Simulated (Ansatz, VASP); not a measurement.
# Two plane-wave programs on Na3Cl2

INCAR

```
SYSTEM = Na3Cl2
PREC     = Accurate       ! precision mode
ENCUT    = 520            ! plane-wave cutoff, eV
EDIFF    = 1E-6           ! SCF threshold, eV
ISMEAR   = 0              ! smearing method
SIGMA    = 0.1            ! smearing width, eV
LREAL    = .False.        ! projectors in reciprocal space
LASPH    = .True.         ! aspherical terms in the spheres
NELM     = 80             ! most SCF steps
ALGO     = Normal         ! electronic algorithm
ISIF     = 2              ! what is computed and relaxed
LWAVE    = .False.        ! write WAVECAR
LCHARG   = .False.        ! write CHGCAR
GGA      = PE             ! functional
NBANDS   = 26             ! bands
```

Contents of KPOINTS:

```
regular mesh
0
Gamma
  4 4 4
  0 0 0
```

POSCAR

```
Na3Cl2
1.0
    1.7599510000    -10.1702560000      0.0000000000
    1.7599510000     10.1702560000      0.0000000000
    0.0000000000      0.0000000000      3.5276360000
Na Cl
3 2
Direct
    0.5000000000      0.5000000000      0.0000000000
    0.3310110000      0.6689890000      0.0000000000
    0.6689890000      0.3310110000      0.0000000000
    0.9134020000      0.0865980000      0.5000000000
    0.0865980000      0.9134020000      0.5000000000
```

Input for Ansatz:

```yaml
crystal:
  lattice:
    - [1.759951, -10.170256, 0.0]
    - [1.759951, 10.170256, 0.0]
    - [0.0, 0.0, 3.527636]
  atoms:
    - { symbol: Na, position: [0.5, 0.5, 0.0] }
    - { symbol: Na, position: [0.331011, 0.668989, 0.0] }
    - { symbol: Na, position: [0.668989, 0.331011, 0.0] }
    - { symbol: Cl, position: [0.913402, 0.086598, 0.5] }
    - { symbol: Cl, position: [0.086598, 0.913402, 0.5] }
basis: {}
kpoints:
  mp_grid: { grid: [4, 4, 4] }
hamiltonian:
  xc: pbe
scf:
  occupations: { method: gaussian, width: 0.1 }
  eigensolver: { kind: davidson, full_accuracy: true }
  max_iter: 93
output:
  forces: true
  stress: true
  eigenvalues: true
```

Alike in both runs: task single point; functional PBE; k mesh 4 × 4 × 4; occupations gaussian, width 0.1 eV; no spin polarisation.

|  | VASP | Ansatz |
| --- | --- | --- |
| version | VASP 6.6.1 | Ansatz 0.2.0 |
| potentials or method | VASP PAW PBE potentials, release 64 (Na_pv, Cl) | scalar-relativistic, plane waves, PAW |
| plane-wave cutoff (eV) | 520 | 420 |
| valence electrons in the cell | 35 | 41 |

```csv
,VASP,Ansatz,Ansatz less VASP
gap on the k mesh at the Fermi level (eV),none,none,-
pressure (GPa),0.1,0.1,+0.03
"traceless stress, the component that is largest in VASP (GPa)",-0.20,-0.20,0.000
rms of the force components (eV/Å),0.005,0.006,+0.0002
```

Atom by atom the forces differ by 0.000 eV/Å (rms over components). A gap of «none» marks a metal or a gap that the smearing closes. VASP's potentials hold 35 valence electrons a cell and Ansatz's 41, so a difference there can come from the potentials and not from the codes.

The k mesh is coarse, so the values compare programs but aren't converged.
